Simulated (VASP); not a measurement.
# SiC (P6_3mc) in VASP: a series of runs

The runs below take SiC through single point, with PBE.

Program: VASP 6.6.1. These are calculated values, not measurements. Logs are shortened: lines on timing, memory, paths and dates and some standing lists are left out, and cuts for length are marked.

## 1. The cell of the first run

The structure is hexagonal, space group P6_3mc (No. 186). The conventional cell has a = 3.022 Å, b = 3.022 Å, c = 10.669 Å, α = 90.00°, β = 90.00°, γ = 120.00°. Si (site symmetry 3m) has 4 C at 1.87 to 2.01 Å within 2.5 Å. Si (site symmetry 3m) has 4 C at 1.87 to 2.00 Å within 2.5 Å. C (site symmetry 3m) has 4 Si at 1.87 to 2.01 Å within 2.5 Å. C (site symmetry 3m) has 4 Si at 1.87 to 2.00 Å within 2.5 Å.

## 2. Single point, PBE

INCAR reads:

```
SYSTEM = SiC
PREC = Accurate ; ENCUT = 520
EDIFF = 1E-6 ; ISMEAR = 0
SIGMA = 0.05 ; LREAL = .False.
LASPH = .True. ; NELM = 60
ALGO = Normal ; ISIF = 2
LWAVE = .False. ; LCHARG = .True.
GGA = PE ; LELF = .True.
LVHAR = .True. ; NBANDS = 26
```

KPOINTS reads:

```
Automatic mesh
0
Gamma
  12 12 4
  0 0 0
```

POSCAR reads:

```
SiC
1.0
    3.0219000000      0.0000000000      0.0000000000
   -1.5109500000      2.6170421677      0.0000000000
    0.0000000000      0.0000000000     10.6694000000
Si C
4 4
Direct
    0.6666666667      0.3333333333      0.9378436843
    0.3333333333      0.6666666667      0.4378436843
    0.0000000000      0.0000000000      0.6878989045
    0.0000000000      0.0000000000      0.1878989045
    0.6666666667      0.3333333333      0.7498087506
    0.3333333333      0.6666666667      0.2498087506
    0.0000000000      0.0000000000      0.5004476606
    0.0000000000      0.0000000000      0.0004476606
```

Potentials or basis: VASP PAW PBE potentials, release 64 (Si, C).

On the command line:

```sh
$ cat potpaw_PBE.64/Si/POTCAR potpaw_PBE.64/C/POTCAR > POTCAR
$ mpirun -np 1 vasp_std > vasp.out
```

OUTCAR:

```text
SYSTEM = SiC
   PREC = Accurate
   ENCUT = 520
   EDIFF = 1E-6
   ISMEAR = 0
   LREAL = .False.
   LASPH = .True.
   NELM = 60
   ISIF = 2
   GGA = PE

 ion  position               nearest neighbor table
   1  0.667  0.333  0.938-   8 1.87   8 1.87   8 1.87   5 2.01
   2  0.333  0.667  0.438-   7 1.87   7 1.87   7 1.87   6 2.01
   3  0.000  0.000  0.688-   5 1.87   5 1.87   5 1.87   7 2.00
   4  0.000  0.000  0.188-   6 1.87   6 1.87   6 1.87   8 2.00
   5  0.667  0.333  0.750-   3 1.87   3 1.87   3 1.87   1 2.01
   6  0.333  0.667  0.250-   4 1.87   4 1.87   4 1.87   2 2.01
   7  0.000  0.000  0.500-   2 1.87   2 1.87   2 1.87   3 2.00
   8  0.000  0.000  0.000-   1 1.87   1 1.87   1 1.87   4 2.00

  LATTYP: Found a hexagonal cell.
 ALAT       =     3.0219000000
 C/A-ratio  =     3.5306926106

  Lattice vectors:

 A1 = (   3.0219000000,   0.0000000000,   0.0000000000)
 A2 = (  -1.5109500000,   2.6170421677,   0.0000000000)
 A3 = (   0.0000000000,   0.0000000000,  10.6694000000)

Analysis of symmetry for initial positions (statically):
=====================================================================
 Subroutine PRICEL returns:
 Original cell was already a primitive cell.

 Routine SETGRP: Setting up the symmetry group for a
 hexagonal supercell.

 Subroutine GETGRP returns: Found 12 space group operations
 (whereof  6 operations were pure point group operations)
 out of a pool of 24 trial point group operations.

The static configuration has the point symmetry C_3v.
 The point group associated with its full space group is C_6v.

Analysis of symmetry for dynamics (positions and initial velocities):
=====================================================================
 Subroutine PRICEL returns:
 Original cell was already a primitive cell.

 Routine SETGRP: Setting up the symmetry group for a
 hexagonal supercell.

 Subroutine GETGRP returns: Found 12 space group operations
 (whereof  6 operations were pure point group operations)
 out of a pool of 24 trial point group operations.

The dynamic configuration has the point symmetry C_3v.
 The point group associated with its full space group is C_6v.

 Subroutine INISYM returns: Found 12 space group operations
 (whereof  6 operations are pure point group operations),
 and found     1 'primitive' translations

----------------------------------------------------------------------------------------

                                     Primitive cell

  volume of cell :      84.3783

  direct lattice vectors                    reciprocal lattice vectors
     3.021900000  0.000000000  0.000000000     0.330917635  0.191055385  0.000000000
    -1.510950000  2.617042168  0.000000000     0.000000000  0.382110771  0.000000000
     0.000000000  0.000000000 10.669400000     0.000000000  0.000000000  0.093725983

  length of vectors
     3.021900000  3.021900000 10.669400000     0.382110771  0.382110771  0.093725983

  position of ions in fractional coordinates (direct lattice)
     0.666666667  0.333333333  0.937843684
     0.333333333  0.666666667  0.437843684
     0.000000000  0.000000000  0.687898905
     0.000000000  0.000000000  0.187898905
     0.666666667  0.333333333  0.749808751
     0.333333333  0.666666667  0.249808751
     0.000000000  0.000000000  0.500447661
     0.000000000  0.000000000  0.000447661

  ion indices of the primitive-cell ions
   primitive index   ion index
                 1           1
                 2           2
                 3           3
                 4           4
                 5           5
                 6           6
                 7           7
                 8           8

----------------------------------------------------------------------------------------

 KPOINTS: Automatic mesh

Automatic generation of k-mesh.
 Grid dimensions read from file:
 generate k-points for:   12   12    4

 Generating k-lattice:

  Cartesian coordinates                     Fractional coordinates (reciprocal lattice)
     0.027576470  0.015921282  0.000000000     0.083333333 -0.000000000  0.000000000
     0.000000000  0.031842564  0.000000000     0.000000000  0.083333333  0.000000000
     0.000000000  0.000000000  0.023431496     0.000000000  0.000000000  0.250000000

  Length of vectors
     0.031842564  0.031842564  0.023431496

  Shift w.r.t. Gamma in fractional coordinates (k-lattice)
     0.000000000  0.000000000  0.000000000

 Subroutine IBZKPT returns following result:
 ===========================================

 Found     57 irreducible k-points:

 Following reciprocal coordinates:
            Coordinates               Weight
  0.000000  0.000000  0.000000      1.000000
  0.083333  0.000000  0.000000      6.000000
  0.166667  0.000000  0.000000      6.000000
  0.250000  0.000000  0.000000      6.000000
  0.333333  0.000000  0.000000      6.000000
  0.416667 -0.000000  0.000000      6.000000
[... 16 lines left out ...]
  0.250000  0.000000  0.250000     12.000000
  0.333333  0.000000  0.250000     12.000000
 [... further k-points ...]
   k-points           NKPTS =     57   k-points in BZ     NKDIM =     57   number of bands    NBANDS=     26
   number of dos      NEDOS =    301   number of ions     NIONS =      8
   total plane-waves  NPLWV =  46080
   dimension x,y,z NGX =    24 NGY =   24 NGZ =   80
   dimension x,y,z NGXF=    48 NGYF=   48 NGZF=  160
   ions per type =               4   4
   NGX,Y,Z   is equivalent  to a cutoff of  13.20, 13.20, 12.47 a.u.
   NGXF,Y,Z  is equivalent  to a cutoff of  26.41, 26.41, 24.93 a.u.
 SYSTEM =  SiC
   PREC   = accura    normal or accurate (medium, high low for compatibility)
   ISTART =      0    job   : 0-new  1-cont  2-samecut
   ICHARG =      2    charge: 1-file 2-atom 10-const
   ISPIN  =      1    spin polarized calculation?
   LNONCOLLINEAR =      F non collinear calculations
   LSORBIT =      F    spin-orbit coupling
   LASPH  =      T    aspherical Exc in radial PAW
   ENCUT  =  520.0 eV  38.22 Ry    6.18 a.u.   5.62  5.62 19.84*2*pi/ulx,y,z
   NELM   =     60;   NELMIN=  2; NELMDL= -5     # of ELM steps
   EDIFF  = 0.1E-05   stopping-criterion for ELM
   LREAL  =      F    real-space projection
   EDIFFG = 0.1E-04   stopping-criterion for IOM
   NSW    =      0    number of steps for IOM
   IBRION =     -1    ionic relax: 0-MD 1-quasi-New 2-CG
   NFREE  =      0    steps in history (QN), initial steepest desc. (CG)
   ISIF   =      2    stress and relaxation
   ISYM   =      2    0-nonsym 1-usesym 2-fastsym
   POTIM  = 0.5000    time-step for ionic-motion
   TEBEG  =    0.0;   TEEND  =   0.0 temperature during run
   PSTRESS=    0.0 pullay stress
   NELECT =      32.0000    total number of electrons
   NUPDOWN=      -1.0000    fix difference up-down
   EMIN   =  10.00;   EMAX   =-10.00  energy-range for DOS
   EFERMI =   0.00;   METHOD = LEGACY
   ISMEAR =     0;   SIGMA  =   0.05  broadening in eV -4-tet -1-fermi 0-gaus
   EFERMI_NEDOS =   21; number of points for ismear=-14 and -15
   IALGO  =     38    algorithm
   IMIX   =      4    mixing-type and parameters
     AMIX     =   0.40;   BMIX     =  1.00
     AMIX_MAG =   1.60;   BMIX_MAG =  1.00
  volume/ion in A,a.u.               =      10.55        71.18
  Fermi-wavevector in a.u.,A,eV,Ry     =   1.184990  2.239306 19.105307  1.404200
  Thomas-Fermi vector in A             =   2.321193
   LORBIT       =      0    0 simple, 1 ext, 2 COOP (PROOUT), +10 PAW based schemes
   GGA     = PE    functional components
   LHFCALC =     F    Hartree Fock is set to
   AEXX    =    0.0000 exact exchange contribution
   IVDW    =     0    specifies the selected vdW correction
   LEPSILON=     F    determine dielectric tensor
   LRPA    =     F    only Hartree local field effects (RPA)
 non-spin polarized calculation
 Gauss-broadening in eV      SIGMA  =   0.05
  energy-cutoff  :      520.00
  volume of cell :       84.38
 maximum number of plane-waves:      2308
 NGX is ok and might be reduce to    24
   NGX = 11   NGY = 11   NGZ = 39

 number of electron      31.9999997 magnetization

 Free energy of the ion-electron system (eV)
  ---------------------------------------------------
  ext. energy  EPLUGINS =         0.00000000
  ---------------------------------------------------
  free energy    TOTEN  =       -59.73810880 eV

  energy without entropy =      -59.73810880  energy(sigma->0) =      -59.73810880

 E-fermi :   8.2962     XC(G=0): -11.2702

 val. band max:        8.0915199285   @ k =   0.0000   0.0000   0.0000
 cond. band min:       9.9043382362   @ k =   0.5000   0.0000   0.0000
 fundamental gap:      1.8128183077
 Fermi energy:         8.2961510547

 k-point     1 :       0.0000    0.0000    0.0000
  band No.  band energies     occupation
      1      -7.3893      2.00000
      2      -6.3665      2.00000
      3      -6.3566      2.00000
      4      -4.4796      2.00000
      5      -0.6271      2.00000
      6       3.0787      2.00000
[... 18 lines left out ...]
     25      15.6391      0.00000
     26      16.3530      0.00000

 k-point     2 :       0.0833    0.0000    0.0000
  band No.  band energies     occupation
      1      -7.2633      2.00000
      2      -6.2439      2.00000
      3      -6.2336      2.00000
      4      -4.3675      2.00000
      5      -0.5090      2.00000
      6       3.1522      2.00000
[... 18 lines left out ...]
     25      15.9196      0.00000
     26      15.9345      0.00000

 k-point     3 :       0.1667    0.0000    0.0000
  band No.  band energies     occupation
      1      -6.8883      2.00000
      2      -5.8802      2.00000
      3      -5.8684      2.00000
      4      -4.0381      2.00000
      5      -0.1636      2.00000
      6       3.3104      2.00000
[... 572 lines left out ...]
 k-point    23 :       0.2500    0.0000    0.2500
  band No.  band energies     occupation
      1      -6.2109      2.00000
      2      -5.7065      2.00000
      3      -4.7703      2.00000
      4      -3.7311      2.00000
      5       0.6651      2.00000
      6       2.2826      2.00000
[... 18 lines left out ...]
     25      16.6852      0.00000
     26      17.0414      0.00000

 k-point    24 :       0.3333    0.0000    0.2500
  band No.  band energies     occupation
      1      -5.3886      2.00000
      2      -4.9051      2.00000
      3      -4.0211      2.00000
      4      -3.0811      2.00000
      5       0.8934      2.00000
      6       1.4445      2.00000
[... 18 lines left out ...]
     25      16.1793      0.00000
     26      16.7731      0.00000

 [... further k-points ...]

------------------------ aborting loop because EDIFF is reached ----------------------------------------

  FORCE on cell =-STRESS in cart. coord.  units (eV):
  Direction    XX          YY          ZZ          XY          YZ          ZX
  --------------------------------------------------------------------------------------
  -------------------------------------------------------------------------------------
  Total        6.9925510      6.9925510    -12.8813739      0.0000000      0.0000000      0.0000000
  in kB      132.7747269    132.7747269   -244.5918393      0.0000000      0.0000000      0.0000000
  external PRESSURE =       6.9858715 kB  Pullay stress =       0.0000000 kB

 VOLUME and BASIS-vectors are now :
 -----------------------------------------------------------------------------
  energy-cutoff  :      520.00
  volume of cell :       84.38
      direct lattice vectors                 reciprocal lattice vectors
     3.021900000  0.000000000  0.000000000     0.330917635  0.191055385  0.000000000
    -1.510950000  2.617042168  0.000000000     0.000000000  0.382110771  0.000000000
     0.000000000  0.000000000 10.669400000     0.000000000  0.000000000  0.093725983

 POSITION                                       TOTAL-FORCE (eV/Angst)
 -----------------------------------------------------------------------------------
      1.51095      0.87235     10.00623        -0.000000      0.000000     -0.356072
     -0.00000      1.74469      4.67153         0.000000     -0.000000     -0.356072
      0.00000      0.00000      7.33947         0.000000      0.000000     -0.438036
      0.00000      0.00000      2.00477        -0.000000     -0.000000     -0.438036
      1.51095      0.87235      8.00001        -0.000000      0.000000      0.424968
     -0.00000      1.74469      2.66531         0.000000     -0.000000      0.424968
      0.00000      0.00000      5.33948         0.000000      0.000000      0.369140
      0.00000      0.00000      0.00478        -0.000000      0.000000      0.369140
 -----------------------------------------------------------------------------------
    total drift:                               -0.000000     -0.000000      0.001775

  FREE ENERGIE OF THE ION-ELECTRON SYSTEM (eV)
  ---------------------------------------------------
  free  energy   TOTEN  =       -59.7381088048 eV

  energy  without entropy=      -59.7381088048  energy(sigma->0) =      -59.73810880
```

Wall time 75 s (1 thread of Intel Xeon Platinum 8488C (Sapphire Rapids), shared host); peak memory 0.25 GiB.

What came out:

```yaml
Free_energy: -59.7381 eV
Pressure: 0.7 GPa
Largest_force: 0.438 eV/Å
Band_gap_on_the_k_mesh: 1.81 eV, indirect (least direct gap 3.15 eV)
```

Forces in eV/Å, atoms in the order of the input:
```
Si   0.000  0.000 -0.356
Si   0.000  0.000 -0.356
Si   0.000  0.000 -0.438
Si   0.000  0.000 -0.438
C    0.000  0.000  0.425
C    0.000  0.000  0.425
C    0.000  0.000  0.369
C    0.000  0.000  0.369
```

A k mesh can miss the band edges. As with any semilocal functional, this PBE gap is likely too small.

## 3. Single point, PBE

This run uses another cell than the first one, of 10.58 Å³/atom, 1.003 times its volume.

INCAR reads:

```
PREC = Accurate
ENCUT = 520
EDIFF = 1E-7
ISMEAR = 0
SIGMA = 0.05
LREAL = False
LASPH = True
NELM = 100
ALGO = Normal
ISIF = 2
LWAVE = False
LCHARG = False
GGA = PE
NBANDS = 26
```

KPOINTS reads:

```
Automatic mesh
0
Gamma
  12 12 4
```

Changes to POSCAR since step 2:

```diff
@@ -2,5 +2,5 @@
 1.0
-    3.0219000000      0.0000000000      0.0000000000
-   -1.5109500000      2.6170421677      0.0000000000
-    0.0000000000      0.0000000000     10.6694000000
+    3.2385000000      0.0000000000      0.0000000000
+   -1.6192500000      2.8046232702      0.0000000000
+    0.0000000000      0.0000000000      9.3188000000
 Si C
```

Potentials or basis: VASP PAW PBE potentials, release 64 (Si, C).

On the command line:

```sh
$ cat potpaw_PBE.64/Si/POTCAR potpaw_PBE.64/C/POTCAR > POTCAR
$ mpirun -np 1 vasp_std > vasp.out
```

OUTCAR:

```text
PREC = Accurate
   ENCUT = 520
   EDIFF = 1E-7
   ISMEAR = 0
   LREAL = False
   LASPH = True
   NELM = 100
   ISIF = 2
   GGA = PE

 ion  position               nearest neighbor table
   1  0.667  0.333  0.938-   5 1.75   8 1.96   8 1.96   8 1.96   3 2.99   3 2.99   3 2.99   4 2.99
                             4 2.99   4 2.99
   2  0.333  0.667  0.438-   6 1.75   7 1.96   7 1.96   7 1.96   4 2.99   4 2.99   4 2.99   3 2.99
                             3 2.99   3 2.99
   3  0.000  0.000  0.688-   7 1.75   5 1.96   5 1.96   5 1.96   1 2.99   1 2.99   1 2.99   2 2.99
                             2 2.99   2 2.99
   4  0.000  0.000  0.188-   8 1.75   6 1.96   6 1.96   6 1.96   2 2.99   2 2.99   2 2.99   1 2.99
                             1 2.99   1 2.99
   5  0.667  0.333  0.750-   1 1.75   3 1.96   3 1.96   3 1.96
   6  0.333  0.667  0.250-   2 1.75   4 1.96   4 1.96   4 1.96
   7  0.000  0.000  0.500-   3 1.75   2 1.96   2 1.96   2 1.96
   8  0.000  0.000  0.000-   4 1.75   1 1.96   1 1.96   1 1.96

  LATTYP: Found a hexagonal cell.
 ALAT       =     3.2385000000
 C/A-ratio  =     2.8775050178

[... 200 lines left out ...]

 k-point     1 :       0.0000    0.0000    0.0000
  band No.  band energies     occupation
      1      -7.4281      2.00000
      2      -6.0527      2.00000
      3      -5.9494      2.00000
      4      -2.9395      2.00000
      5      -0.2522      2.00000
      6       4.4367      2.00000
[... 685 lines left out ...]
     25      16.6357      0.00000
     26      16.7458      0.00000

 [... further k-points ...]

------------------------ aborting loop because EDIFF is reached ----------------------------------------

  FORCE on cell =-STRESS in cart. coord.  units (eV):
  Direction    XX          YY          ZZ          XY          YZ          ZX
  --------------------------------------------------------------------------------------
  -------------------------------------------------------------------------------------
  Total      -11.4120761    -11.4120761     27.9564797      0.0000000      0.0000000      0.0000000
  in kB     -216.0214202   -216.0214202    529.1936701      0.0000000      0.0000000      0.0000000
  external PRESSURE =      32.3836099 kB  Pullay stress =       0.0000000 kB

 VOLUME and BASIS-vectors are now :
 -----------------------------------------------------------------------------
  energy-cutoff  :      520.00
  volume of cell :       84.64
      direct lattice vectors                 reciprocal lattice vectors
     3.238500000  0.000000000  0.000000000     0.308784931  0.178277063  0.000000000
    -1.619250000  2.804623270  0.000000000     0.000000000  0.356554126  0.000000000
     0.000000000  0.000000000  9.318800000     0.000000000  0.000000000  0.107309954

 POSITION                                       TOTAL-FORCE (eV/Angst)
 -----------------------------------------------------------------------------------
      1.61925      0.93487      8.73958        -0.000000      0.000000      1.926115
     -0.00000      1.86975      4.08018         0.000000     -0.000000      1.926115
      0.00000      0.00000      6.41039         0.000000      0.000000      2.167306
      0.00000      0.00000      1.75099        -0.000000     -0.000000      2.167306
      1.61925      0.93487      6.98732         0.000000     -0.000000     -2.123478
     -0.00000      1.86975      2.32792        -0.000000      0.000000     -2.123478
      0.00000      0.00000      4.66357        -0.000000      0.000000     -1.969944
      0.00000      0.00000      0.00417         0.000000     -0.000000     -1.969944
 -----------------------------------------------------------------------------------
    total drift:                               -0.000000     -0.000000     -0.000442

  FREE ENERGIE OF THE ION-ELECTRON SYSTEM (eV)
  ---------------------------------------------------
  free  energy   TOTEN  =       -58.6045223355 eV

  energy  without entropy=      -58.6045223355  energy(sigma->0) =      -58.60452234
```

stdout:

```text
POSCAR found type information on POSCAR SiC
 POSCAR found :  2 types and       8 ions
 scaLAPACK will be used
 LDA part: xc-table for (Slater+PW92), standard interpolation
 POSCAR, INCAR and KPOINTS ok, starting setup
 FFT: planning ... GRIDC
 FFT: planning ... GRID_SOFT
 FFT: planning ... GRID
 WAVECAR not read
 entering main loop
```

It took 75 s on 1 thread of Intel Xeon Platinum 8488C (Sapphire Rapids), shared host; peak memory 0.24 GiB.

Results:

```
Free energy            : -58.6045 eV
Pressure               : 3.2 GPa
Largest force          : 2.167 eV/Å
Band gap on the k mesh : 1.46 eV, indirect (least direct gap 2.45 eV)
```

Forces on the atoms (eV/Å):
```
Si   0.000  0.000  1.926
Si   0.000  0.000  1.926
Si   0.000  0.000  2.167
Si   0.000  0.000  2.167
C    0.000  0.000 -2.123
C    0.000  0.000 -2.123
C    0.000  0.000 -1.970
C    0.000  0.000 -1.970
```

Stress tensor (GPa, compression positive):
```
-21.60   0.00   0.00
  0.00 -21.60   0.00
  0.00   0.00  52.92
```

Caveat: forces of over 1 eV/Å act on the atoms, so gaps and moduli don't describe the material at rest. A k mesh can miss the band edges.

(Continued in part 2 of 2.)
